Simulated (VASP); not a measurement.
SnO: single point with PBEsol

Crystal: SnO.

```
CELL_PARAMETERS angstrom
3.80200 0.00950 0.00000
0.00950 3.80200 0.00000
0.00000 0.00000 4.83600
ATOMIC_POSITIONS crystal
Sn 0.00000 0.50000 0.23850
Sn 0.50000 0.00000 0.76150
O 0.00000 0.00000 0.00000
O 0.50000 0.50000 0.00000
```

This cell differs from its parent crystal: strain +0.0050 x Voigt [0, 0, 0, 0, 0, 1].

```
Program             : VASP 6.6.1
Task                : single point
Functional          : PBEsol
Potentials or basis : VASP PAW PBE potentials, release 64 (Sn_d, O)
Cutoff              : 520 eV
k mesh              : 12 × 12 × 10
Occupations         : gaussian, width 0.15 eV
Spin                : no spin polarisation
```

```yaml
Pressure: 0.2 GPa
Largest_force: 0.146 eV/Å
Band_gap_on_the_k_mesh: zero (bands 20 and 21 overlap by 0.01 eV)
```

Forces in eV/Å, atoms in the order of the input:
```
Sn   0.000  0.000  0.146
Sn   0.000  0.000 -0.146
O    0.000  0.000  0.000
O    0.000  0.000  0.000
```

Stress tensor (GPa, compression positive):
```
 0.32 -0.42  0.00
-0.42  0.32  0.00
 0.00  0.00 -0.11
```

Levels at points of the mesh, in eV from the Fermi level:
| k point | band 16 | band 17 | band 18 | band 19 | band 20 | band 21 | band 22 | band 23 | band 24 | band 25 |
| --- | --- | --- | --- | --- | --- | --- | --- | --- | --- | --- |
| (0.00, 0.00, 0.00) | -6.44 | -3.61 | -3.33 | -3.26 | -0.11 | 1.94 | 4.18 | 4.53 | 4.57 | 5.54 |
| (0.50, 0.00, 0.00) | -5.17 | -5.00 | -5.00 | -2.85 | -2.85 | 3.04 | 3.04 | 5.78 | 5.78 | 5.84 |
| (0.50, 0.50, 0.00) | -5.29 | -2.65 | -2.60 | -2.01 | -1.99 | -0.10 | -0.09 | 4.23 | 4.27 | 7.10 |
| (0.00, 0.00, 0.50) | -3.68 | -3.35 | -3.28 | -3.24 | -2.35 | 1.48 | 2.78 | 2.81 | 3.53 | 7.71 |
| (0.50, 0.00, 0.50) | -5.64 | -4.96 | -4.96 | -1.86 | -1.86 | 2.43 | 2.43 | 5.28 | 5.28 | 6.53 |
| (0.50, 0.50, 0.50) | -5.76 | -2.85 | -2.79 | -2.65 | -2.60 | 2.19 | 2.20 | 3.87 | 3.89 | 5.43 |

Wall time 3.7 min on 1 thread of AMD EPYC 9R45 (Zen 5), on a shared host, peak memory 0.45 GiB.

Caveat: the cell differs from its parent crystal (strain +0.0050 x Voigt [0, 0, 0, 0, 0, 1]); semilocal functionals underestimate gaps, and a narrow one can read as zero; the PAW data sets were made with another functional, which shifts forces and pressure a little; spin-orbit coupling is left out, which moves the levels of the heavy elements.
